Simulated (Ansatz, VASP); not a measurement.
# F: VASP beside Ansatz

```
CELL_PARAMETERS angstrom
3.01000 -1.78866 0.18368
3.01000 1.78866 0.18368
-1.19507 0.00000 6.68170
ATOMIC_POSITIONS crystal
F 0.92110 0.58585 0.09400
F 0.41415 0.07890 0.40600
F 0.07890 0.41415 0.90600
F 0.58585 0.92110 0.59400
```

Alike in both runs: task single point; functional PBEsol; k mesh 8 × 8 × 4; occupations gaussian, width 0.02 eV; no spin polarisation.

|  | VASP | Ansatz |
| --- | --- | --- |
| version | VASP 6.6.1 | Ansatz 0.2.0 |
| potentials or method | VASP PAW PBE potentials, release 64 (F), cutoff 520 eV | scalar-relativistic, plane waves, PAW |
| valence electrons in the cell | 28 | 28 |

```csv
,VASP,Ansatz,Ansatz less VASP
gap on the k mesh at the Fermi level (eV),3.09,3.17,+0.074
least direct gap on the mesh (eV),3.10,3.17,+0.073
```

VASP's potentials were made for PBE, not for PBEsol. With one functional, cell and mesh, what is left measures potentials, basis and numerics.
